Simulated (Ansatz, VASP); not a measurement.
# Se in VASP and in Ansatz

Contents of POSCAR:

```
Se
1.0
    5.6809998619      3.2799267995      1.4763300000
   -5.6809998619      3.2799267995      1.4763300000
    0.0000000000     -6.5598535991      1.4763300000
Se
6
Direct
    0.2806600000      0.1625100000      0.9181800000
    0.9181800000      0.2806600000      0.1625100000
    0.1625100000      0.9181800000      0.2806600000
    0.7193400000      0.8374900000      0.0818200000
    0.0818200000      0.7193400000      0.8374900000
    0.8374900000      0.0818200000      0.7193400000
```

INCAR.step1

```
  PREC = Accurate
  ENCUT = 520
  ISMEAR = 0
  SIGMA = 0.1
  LREAL = F
  LASPH = T
  NELM = 100
  NBANDS = 27
  GGA = PE
  ALGO = Normal
  EDIFF = 1E-4
  LWAVE = T
  LCHARG = F
```

INCAR.step2

```
  PREC = Accurate
  ENCUT = 520
  EDIFF = 1E-6
  ISMEAR = 0
  SIGMA = 0.1
  LREAL = F
  LASPH = T
  NELM = 100
  ALGO = Normal
  ISIF = 2
  LWAVE = F
  LCHARG = F
  METAGGA = R2SCAN
  LMIXTAU = T
  NBANDS = 27
  ISTART = 1
```

KPOINTS

```
regular mesh
0
Gamma
  6 6 6
```

Input for Ansatz:

```yaml
crystal:
  lattice:
    - [5.6809998619, 3.2799267995, 1.47633]
    - [-5.6809998619, 3.2799267995, 1.47633]
    - [0.0, -6.5598535991, 1.47633]
  atoms:
    - { symbol: Se, position: [0.28066, 0.16251, 0.91818] }
    - { symbol: Se, position: [0.91818, 0.28066, 0.16251] }
    - { symbol: Se, position: [0.16251, 0.91818, 0.28066] }
    - { symbol: Se, position: [0.71934, 0.83749, 0.08182] }
    - { symbol: Se, position: [0.08182, 0.71934, 0.83749] }
    - { symbol: Se, position: [0.83749, 0.08182, 0.71934] }
basis:
  ecutwfc: 500
kpoints:
  mp_grid: { grid: [6, 6, 6] }
hamiltonian:
  xc: r2scan
scf:
  occupations: { method: gaussian, width: 0.1 }
  lower_state_search: "off"
output:
  forces: true
  stress: true
  eigenvalues: true
```

Alike in both runs: task single point; functional r2SCAN; k mesh 6 × 6 × 6; occupations gaussian, width 0.1 eV; no spin polarisation.

```csv
,VASP,Ansatz
version,VASP 6.6.1,Ansatz 0.2.0
potentials or method,"VASP PAW PBE potentials, release 64 (Se), cutoff 520 eV","scalar-relativistic, plane waves, PAW"
valence electrons in the cell,36,96
```

|  | VASP | Ansatz | Ansatz less VASP |
| --- | --- | --- | --- |
| gap on the k mesh at the Fermi level (eV) | 1.47 | 1.48 | +0.009 |
| least direct gap on the mesh (eV) | 1.67 | 1.68 | +0.007 |
| pressure (GPa) | 1.2 | 1.2 | +0.03 |
| rms of the force components (eV/Å) | 0.065 | 0.066 | +0.0002 |

VASP's potentials were made for PBE, not for r2SCAN. Atom by atom the forces differ by 0.001 eV/Å (rms over components). VASP's potentials hold 36 valence electrons a cell and Ansatz's 96, so a difference there can come from the potentials and not from the codes.
